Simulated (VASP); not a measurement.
Sb: single point with LDA

The system is Sb.

```xyz
2
Lattice="-1.7250 1.7250 1.7250 1.7250 -1.7250 1.7250 3.0187 3.8813 -3.0187" Properties=species:S:1:pos:R:3 pbc="T T T"
Sb    0.0000    0.0000    0.0000
Sb    1.7250    1.7250   -1.7250
```

```yaml
Program: VASP 6.6.1
Task: single point
Functional: LDA
Potentials_or_basis: VASP PAW LDA potentials, release 64 (Sb)
Cutoff: 520 eV
k_mesh: 7 × 7 × 7
Occupations: fermi-dirac, width 0.2 eV
Spin: no spin polarisation
```

The pressure is 28.4 GPa and the largest force is 0.318 eV/Å. The band gap on the k mesh is zero (band 5 reaches 17.10 eV, above the bottom of band 6 at 9.40 eV).

Forces in eV/Å, atoms in the order of the input:
```
Sb   0.220  0.150 -0.173
Sb  -0.220 -0.150  0.173
```

Stress tensor (GPa, compression positive):
```
31.63  0.15 -0.25
 0.15 26.95 -4.14
-0.25 -4.14 26.54
```

Levels at points of the mesh, in eV from the Fermi level:
| k point | band 1 | band 2 | band 3 | band 4 | band 5 | band 6 | band 7 | band 8 | band 9 | band 10 |
| --- | --- | --- | --- | --- | --- | --- | --- | --- | --- | --- |
| (0.00, 0.00, 0.00) | -15.41 | -9.48 | -7.59 | 2.62 | 4.65 | 5.73 | 7.22 | 7.65 | 8.05 | 9.05 |

Wall time 52 s on 1 thread of Intel Xeon 6975P-C, on a shared host, peak memory 0.2 GiB.

Caveat: the k points lie up to 0.37 Å⁻¹ apart; spin-orbit coupling is left out, which moves the levels of the heavy elements.
